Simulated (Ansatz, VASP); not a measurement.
Two plane-wave programs on BN

File INCAR:

```
PREC = Accurate ; ENCUT = 600
EDIFF = 1E-6 ; ISMEAR = 0
SIGMA = 0.05 ; LREAL = False
LASPH = True ; NELM = 120
ALGO = Normal ; ISIF = 2
LWAVE = False ; LCHARG = True
GGA = CA ; LELF = True
LVHAR = True ; NBANDS = 11
GGA_COMPAT = False
```

Contents of KPOINTS:

```
Automatic mesh
0
Gamma
  12 12 12
```

The input POSCAR:

```
BN
1.0
    1.2511217832      0.7223354983      3.2380170272
   -1.2511217832      0.7223354983      3.2380170272
    0.0000000000     -1.4446709967      3.2380170272
B N
1 1
Direct
    0.9996712000      0.9996712000      0.9996712000
    0.3327618000      0.3327618000      0.3327618000
```

Input for Ansatz:

```yaml
crystal:
  lattice:
    - [1.2511217832, 0.7223354983, 3.2380170272]
    - [-1.2511217832, 0.7223354983, 3.2380170272]
    - [0.0, -1.4446709967, 3.2380170272]
  atoms:
    - { symbol: B, position: [0.9996712, 0.9996712, 0.9996712] }
    - { symbol: "N", position: [0.3327618, 0.3327618, 0.3327618] }
basis:
  ecutwfc: 420
kpoints:
  mp_grid: { grid: [12, 12, 12] }
hamiltonian:
  xc: lda
scf:
  occupations: { method: gaussian, width: 0.05 }
output:
  forces: true
  stress: true
  eigenvalues: true
```

Change from the starting cell: strain +0.000 along x and y, -0.040 along z, atoms carried along.

Alike in both runs: task single point; functional LDA; k mesh 12 × 12 × 12; occupations gaussian, width 0.05 eV; no spin polarisation.

|  | VASP | Ansatz |
| --- | --- | --- |
| version | VASP 6.6.1 | Ansatz 0.2.0 |
| potentials or method | VASP PAW LDA potentials, release 64 (B, N), cutoff 600 eV | scalar-relativistic, plane waves, PAW |
| valence electrons in the cell | 8 | 8 |

|  | VASP | Ansatz | Ansatz less VASP |
| --- | --- | --- | --- |
| gap on the k mesh at the Fermi level (eV) | 4.00 | 4.01 | +0.016 |
| least direct gap on the mesh (eV) | 4.56 | 4.57 | +0.010 |
| pressure (GPa) | -3.8 | -4.1 | -0.30 |
| traceless stress, the component that is largest in VASP (GPa) | 3.47 | 3.99 | +0.517 |
| rms of the force components (eV/Å) | 0.010 | 0.009 | -0.0002 |

LDA's correlation is that of Perdew and Zunger in VASP and of Perdew and Wang (1992) in Ansatz. Atom by atom the forces differ by 0.000 eV/Å (rms over components).
